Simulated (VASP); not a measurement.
Input of a VASP 6.6.1 run:

File POSCAR:

```
KTaO3
1.0
    3.9803970588      0.0000000000      0.0000000000
    0.0000000000      3.9803970588      0.0000000000
    0.0000000000      0.0000000000      4.0408520742
K Ta O
1 1 3
Direct
    0.0000000000      0.0000000000      0.0000000000
    0.5000000000      0.5000000000      0.5000000000
    0.5000000000      0.5000000000      0.0000000000
    0.5000000000      0.0000000000      0.5000000000
    0.0000000000      0.5000000000      0.5000000000
```

File INCAR.step1:

```
  PREC = Accurate
  ENCUT = 660
  ISMEAR = 0
  SIGMA = 0.02
  LREAL = False
  LASPH = True
  NELM = 120
  NBANDS = 27
  GGA = PE
  ALGO = Normal
  EDIFF = 1E-5
  LWAVE = True
  LCHARG = False
  GGA_COMPAT = False
```

File INCAR.step2:

```
  PREC = Accurate
  ENCUT = 660
  EDIFF = 1E-6
  ISMEAR = 0
  SIGMA = 0.02
  LREAL = False
  LASPH = True
  NELM = 120
  ALGO = Normal
  ISIF = 2
  LWAVE = False
  LCHARG = False
  METAGGA = R2SCAN
  LMIXTAU = True
  NBANDS = 27
  ISTART = 1
  GGA_COMPAT = False
```

Contents of KPOINTS:

```
regular mesh
0
Gamma
  8 8 8
```

Potentials or basis: VASP PAW PBE potentials, release 64 (K_sv, Ta_pv, O).

Command:

```bash
$ cat potpaw_PBE.64/K_sv/POTCAR potpaw_PBE.64/Ta_pv/POTCAR potpaw_PBE.64/O/POTCAR > POTCAR
$ cp INCAR.step1 INCAR
$ mpirun -np 1 vasp_std > vasp.out
$ cp INCAR.step2 INCAR
$ mpirun -np 1 vasp_std > vasp.out
```

Q: Predict the band gap on the k mesh.

A: 2.56 eV (least direct gap 3.22 eV).

Q: What does it give for the pressure?

A: -0.8 GPa.

Stress tensor (GPa, compression positive):
```
 0.99  0.00  0.00
 0.00  0.99  0.00
 0.00  0.00 -4.52
```

Caveat: the stress differs along the axes, from -5 to 1 GPa; the PAW data sets were made with another functional, which shifts forces and pressure a little; spin-orbit coupling is left out, which moves the levels of the heavy elements. A k mesh can miss the band edges.
